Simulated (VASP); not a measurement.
Wanted: the native input for a VASP 6.6.1 run.

```
Task                   : single point
Functional             : PBEsol
Potentials or basis    : VASP PAW PBE potentials, release 64 (Lu, Au)
Cutoff                 : 520 eV
k mesh                 : 10 × 10 × 10
Occupations            : fermi-dirac, width 0.0207 eV
Spin                   : no spin polarisation
Dipole correction      : no
Further INCAR settings : ALGO = Normal; EDIFF = 1e-07; NBANDS = 30
```

The structure of LuAu2 lies in POSCAR:

```
LuAu2
1.0
    0.0000000000      3.6806970000      0.0000000000
    3.6806970000      0.0000000000      0.0000000000
    1.8403480000      1.8403480000     -4.4751730000
Lu Au
1 2
Direct
    0.0000000000      0.0000000000      0.0000000000
    0.3420000000      0.3420000000      0.3160000000
    0.6580000000      0.6580000000      0.6840000000
```

The input as run:

INCAR

```
SYSTEM = LuAu2
  PREC = Accurate
  ENCUT = 520
  EDIFF = 1E-7
  ISMEAR = -1
  SIGMA = 0.0207
  LREAL = .False.
  LASPH = .True.
  NELM = 100
  ALGO = Normal
  ISIF = 2
  LWAVE = .False.
  LCHARG = .False.
  GGA = PS
  NBANDS = 30
```

KPOINTS

```
Automatic mesh
0
Gamma
  10 10 10
  0 0 0
```

Potentials or basis: VASP PAW PBE potentials, release 64 (Lu, Au).

Launch:

```console
$ cat potpaw_PBE.64/Lu/POTCAR potpaw_PBE.64/Au/POTCAR > POTCAR
$ mpirun -np 1 vasp_std > vasp.out
```

It gave:

```
Pressure      : -4.4 GPa
Largest force : 0.567 eV/Å
```

Caveat: the PAW data sets were made with another functional, which shifts forces and pressure a little.

Run time: 3.9 min on 1 thread of Intel(R) Xeon(R) Platinum 8375C CPU @ 2.90GHz (Ice Lake), with other jobs on the host, peak memory 0.33 GiB.
